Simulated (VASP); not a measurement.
# Hg (R-3m) in VASP: single point with LDA

Aim: the single point of Hg with LDA.

Everything below comes from runs of VASP 6.6.1. Logs are shortened: lines on timing, memory, paths and dates and some standing lists are left out, and cuts for length are marked.

### 1 The cell of the first run

The structure is trigonal, space group R-3m (No. 166). Conventional cell: a = 3.460 Å, b = 3.460 Å, c = 6.702 Å, α = 90.00°, β = 90.00°, γ = 120.00°. Hg (site symmetry -3m) has 12 Hg at 3.00 to 3.46 Å within 3.9 Å.

### 2 Single point, LDA, non-collinear spin, zero start, spin-orbit coupling

Input file INCAR:

```
ALGO     = Normal         # electronic algorithm
EDIFF    = 1E-6           # SCF threshold, eV
ENCUT    = 520            # plane-wave cutoff, eV
GGA_COMPAT= F            
ISIF     = 2              # what is computed and relaxed
ISMEAR   = -1             # smearing method
LASPH    = T              # aspherical terms in the spheres
LCHARG   = T              # write CHGCAR
LORBIT   = 11             # projections on sites
LORBMOM  = T            
LREAL    = F              # projectors in reciprocal space
LSORBIT  = T              # spin-orbit coupling
LVHAR    = T            
LWAVE    = F              # write WAVECAR
MAGMOM   = 0 0 0          # initial moments
NBANDS   = 23             # bands
NELM     = 150            # most SCF steps
PREC     = Accurate       # precision mode
SIGMA    = 0.1            # smearing width, eV
```

Input file KPOINTS:

```
k-points
0
Gamma
  8 8 8
```

Input file POSCAR:

```
Hg
1.0
    1.7300000000      0.9988159657      2.2340000000
   -1.7300000000      0.9988159657      2.2340000000
    0.0000000000     -1.9976319314      2.2340000000
Hg
1
Direct
    0.0000000000      0.0000000000      0.0000000000
```

Potentials or basis: VASP PAW LDA potentials, release 64 (Hg).

Started as:

```
> cat potpaw_LDA.64/Hg/POTCAR > POTCAR
> mpirun -np 1 vasp_ncl > vasp.out
```

OUTCAR:

```text
EDIFF = 1E-6
   ENCUT = 520
   ISIF = 2
   ISMEAR = -1
   LASPH = T
   LORBIT = 11
   LREAL = F
   LSORBIT = T
   NELM = 150
   PREC = Accurate

 ion  position               nearest neighbor table
   1  0.000  0.000  0.000-

  LATTYP: Found a trigonal (rhomboedric) cell.
 ALAT       =     2.9968799331
 COS(alpha) =     0.3335255354

  Lattice vectors:

 A1 = (   1.7300000000,   0.9988159657,   2.2340000000)
 A2 = (  -1.7300000000,   0.9988159657,   2.2340000000)
 A3 = (   0.0000000000,  -1.9976319314,   2.2340000000)

Analysis of symmetry for initial positions (statically):
=====================================================================
 Subroutine PRICEL returns:
 Original cell was already a primitive cell.

 Routine SETGRP: Setting up the symmetry group for a
 trigonal (rhombohedral) supercell.

 Subroutine GETGRP returns: Found 12 space group operations
 (whereof 12 operations were pure point group operations)
 out of a pool of 12 trial point group operations.

The static configuration has the point symmetry D_3d.

Analysis of symmetry for dynamics (positions and initial velocities):
=====================================================================
 Subroutine PRICEL returns:
 Original cell was already a primitive cell.

 Routine SETGRP: Setting up the symmetry group for a
 trigonal (rhombohedral) supercell.

 Subroutine GETGRP returns: Found 12 space group operations
 (whereof 12 operations were pure point group operations)
 out of a pool of 12 trial point group operations.

The dynamic configuration has the point symmetry D_3d.

Analysis of structural, dynamic, and magnetic symmetry:
=====================================================================
 Subroutine PRICEL returns:
 Original cell was already a primitive cell.

 Routine SETGRP: Setting up the symmetry group for a
 trigonal (rhombohedral) supercell.

 Subroutine GETGRP returns: Found 12 space group operations
 (whereof 12 operations were pure point group operations)
 out of a pool of 12 trial point group operations.

The overall configuration has the point symmetry D_3d.

 Subroutine INISYM returns: Found 12 space group operations
 (whereof 12 operations are pure point group operations),
 and found     1 'primitive' translations

----------------------------------------------------------------------------------------

                                     Primitive cell

  volume of cell :      23.1615

  direct lattice vectors                    reciprocal lattice vectors
     1.730000000  0.998815966  2.234000000     0.289017341  0.166864240  0.149209191
    -1.730000000  0.998815966  2.234000000    -0.289017341  0.166864240  0.149209191
     0.000000000 -1.997631931  2.234000000     0.000000000 -0.333728479  0.149209191

  length of vectors
     2.996879933  2.996879933  2.996879933     0.365565426  0.365565426  0.365565426

  position of ions in fractional coordinates (direct lattice)
     0.000000000  0.000000000  0.000000000

  ion indices of the primitive-cell ions
   primitive index   ion index
                 1           1

----------------------------------------------------------------------------------------

 KPOINTS: k-points

Automatic generation of k-mesh.
 Grid dimensions read from file:
 generate k-points for:    8    8    8

 Generating k-lattice:

  Cartesian coordinates                     Fractional coordinates (reciprocal lattice)
     0.036127168  0.020858030  0.018651149     0.125000000  0.000000000  0.000000000
    -0.036127168  0.020858030  0.018651149     0.000000000  0.125000000  0.000000000
     0.000000000 -0.041716060  0.018651149     0.000000000  0.000000000  0.125000000

  Length of vectors
     0.045695678  0.045695678  0.045695678

  Shift w.r.t. Gamma in fractional coordinates (k-lattice)
     0.000000000  0.000000000  0.000000000

 Subroutine IBZKPT returns following result:
[... 41 lines left out ...]
   ISTART =      0    job   : 0-new  1-cont  2-samecut
   ICHARG =      2    charge: 1-file 2-atom 10-const
   ISPIN  =      1    spin polarized calculation?
   LNONCOLLINEAR =      T non collinear calculations
   LSORBIT =      T    spin-orbit coupling
   LASPH  =      T    aspherical Exc in radial PAW
   ENCUT  =  520.0 eV  38.22 Ry    6.18 a.u.   5.57  5.57  5.57*2*pi/ulx,y,z
   NELM   =    150;   NELMIN=  2; NELMDL= -5     # of ELM steps
   EDIFF  = 0.1E-05   stopping-criterion for ELM
   LREAL  =      F    real-space projection
   EDIFFG = 0.1E-04   stopping-criterion for IOM
   NSW    =      0    number of steps for IOM
   IBRION =     -1    ionic relax: 0-MD 1-quasi-New 2-CG
   NFREE  =      0    steps in history (QN), initial steepest desc. (CG)
   ISIF   =      2    stress and relaxation
   ISYM   =      2    0-nonsym 1-usesym 2-fastsym
   POTIM  = 0.5000    time-step for ionic-motion
   TEBEG  =    0.0;   TEEND  =   0.0 temperature during run
   PSTRESS=    0.0 pullay stress
   NELECT =      12.0000    total number of electrons
   NUPDOWN=      -1.0000    fix difference up-down
   EMIN   =  10.00;   EMAX   =-10.00  energy-range for DOS
   EFERMI =   0.00;   METHOD = LEGACY
   ISMEAR =    -1;   SIGMA  =   0.10  broadening in eV -4-tet -1-fermi 0-gaus
   EFERMI_NEDOS =   21; number of points for ismear=-14 and -15
   IALGO  =     38    algorithm
   IMIX   =      4    mixing-type and parameters
     AMIX     =   0.40;   BMIX     =  1.00
     AMIX_MAG =   1.60;   BMIX_MAG =  1.00
  volume/ion in A,a.u.               =      23.16       156.30
  Fermi-wavevector in a.u.,A,eV,Ry     =   1.314861  2.484727 23.522568  1.728860
  Thomas-Fermi vector in A             =   2.445084
   LORBIT       =     11    0 simple, 1 ext, 2 COOP (PROOUT), +10 PAW based schemes
   GGA     = CA    functional components
   LHFCALC =     F    Hartree Fock is set to
   AEXX    =    0.0000 exact exchange contribution
   IVDW    =     0    specifies the selected vdW correction
   LEPSILON=     F    determine dielectric tensor
   LRPA    =     F    only Hartree local field effects (RPA)
  energy-cutoff  :      520.00
  volume of cell :       23.16
 maximum number of plane-waves:      1290
 NGX is ok and might be reduce to    24
   NGX = 11   NGY = 11   NGZ = 11

 number of electron      12.0000000 magnetization       0.0000000      0.0000000      0.0000000

 number of electron      12.0000003 magnetization      -0.0000000      0.0000000     -0.0000000

 number of electron      12.0000003 magnetization       0.0000000     -0.0000000      0.0000000

 Free energy of the ion-electron system (eV)
  ---------------------------------------------------
  ext. energy  EPLUGINS =         0.00000000
  ---------------------------------------------------
  free energy    TOTEN  =        -1.24915978 eV

  energy without entropy =       -1.24059236  energy(sigma->0) =       -1.24487607

 E-fermi :   2.6511     XC(G=0): -11.2672

 val. band max:        2.5660899530   @ k =   0.5000   0.1250   0.1250
 cond. band min:       2.6699325698   @ k =  -0.3750   0.3750   0.3750
 fundamental gap:      0.1038426169
 Fermi energy:         2.6511378674

 k-point     1 :       0.0000    0.0000    0.0000
  band No.  band energies     occupation
      1      -6.6672      1.00000
      2      -6.6672      1.00000
      3      -5.6079      1.00000
      4      -5.6079      1.00000
      5      -5.5777      1.00000
      6      -5.5777      1.00000
[... 613 lines left out ...]
     22      18.8068      0.00000
     23      20.1908      0.00000

 [... further k-points ...]
[... 5 lines left out ...]
  --------------------------------------------------------------------------------------
  -------------------------------------------------------------------------------------
  Total       -0.1682418     -0.1682418     -0.5684078      0.0000000      0.0000000      0.0000000
  in kB      -11.6380028    -11.6380028    -39.3191934      0.0000000      0.0000000      0.0000000
  external PRESSURE =     -20.8650664 kB  Pullay stress =       0.0000000 kB

 VOLUME and BASIS-vectors are now :
 -----------------------------------------------------------------------------
  energy-cutoff  :      520.00
  volume of cell :       23.16
      direct lattice vectors                 reciprocal lattice vectors
     1.730000000  0.998815966  2.234000000     0.289017341  0.166864240  0.149209191
    -1.730000000  0.998815966  2.234000000    -0.289017341  0.166864240  0.149209191
     0.000000000 -1.997631931  2.234000000     0.000000000 -0.333728479  0.149209191

 POSITION                                       TOTAL-FORCE (eV/Angst)
 -----------------------------------------------------------------------------------
      0.00000      0.00000      0.00000         0.000000      0.000000     -0.000000
 -----------------------------------------------------------------------------------
    total drift:                               -0.000000     -0.000000     -0.000000

  FREE ENERGIE OF THE ION-ELECTRON SYSTEM (eV)
  ---------------------------------------------------
  free  energy   TOTEN  =        -1.2491597758 eV

  energy  without entropy=       -1.2405923646  energy(sigma->0) =       -1.24487607

 orbital moment (x)

 # of ion     p       d       tot
 ----------------------------------------
  1        -0.000   0.000   0.000
 ----------------------------------------
           -0.000   0.000   0.000

 orbital moment (y)

 # of ion     p       d       tot
 ----------------------------------------
  1         0.000   0.000   0.000
 ----------------------------------------
            0.000   0.000   0.000

 orbital moment (z)

 # of ion     p       d       tot
 ----------------------------------------
  1         0.000   0.000   0.000
 ----------------------------------------
            0.000   0.000   0.000

 Spin-Orbit-Coupling matrix elements

 Ion:    1  E_soc:     -0.5584259
 l=   1
     0.0000000    -0.0228087    -0.0197903
    -0.0228087     0.0000000    -0.0228087
    -0.0197903    -0.0228087     0.0000000
 l=   2
     0.0000000    -0.0143493     0.0000000    -0.0143493    -0.0551823
    -0.0143493     0.0000000    -0.0430982    -0.0150294    -0.0143493
     0.0000000    -0.0430982     0.0000000    -0.0430982     0.0000000
    -0.0143493    -0.0150294    -0.0430982     0.0000000    -0.0143493
    -0.0551823    -0.0143493     0.0000000    -0.0143493     0.0000000
 l=   3
     0.0000000     0.0000000     0.0000000     0.0000000     0.0000000     0.0000000     0.0000000
     0.0000000     0.0000000     0.0000000     0.0000000     0.0000000     0.0000000     0.0000000
     0.0000000     0.0000000     0.0000000     0.0000000     0.0000000     0.0000000     0.0000000
     0.0000000     0.0000000     0.0000000     0.0000000     0.0000000     0.0000000     0.0000000
     0.0000000     0.0000000     0.0000000     0.0000000     0.0000000     0.0000000     0.0000000
     0.0000000     0.0000000     0.0000000     0.0000000     0.0000000     0.0000000     0.0000000
     0.0000000     0.0000000     0.0000000     0.0000000     0.0000000     0.0000000     0.0000000

 total charge

# of ion       s       p       d       tot
------------------------------------------
    1        0.873   0.294   9.312  10.479

 magnetization (x)

# of ion       s       p       d       tot
------------------------------------------
    1        0.000   0.000   0.000   0.000

 magnetization (y)

# of ion       s       p       d       tot
------------------------------------------
    1        0.000   0.000   0.000   0.000

 magnetization (z)

# of ion       s       p       d       tot
------------------------------------------
    1        0.000   0.000   0.000   0.000
```

Wall time 36 s (1 thread of Intel Xeon Platinum 8375C at 2.90GHz (Ice Lake), shared host); peak memory 0.2 GiB.

What came out:

| Item | Value |
| --- | --- |
| Free energy | -1.2492 eV |
| Pressure | -2.1 GPa |
| Net moment | 0.00 μB per cell |
| Valence electrons inside the program's atomic spheres | Hg 10.48 |

Moments on the atoms (μB; x, y, z):
```
Hg  0.00 0.00 0.00
```
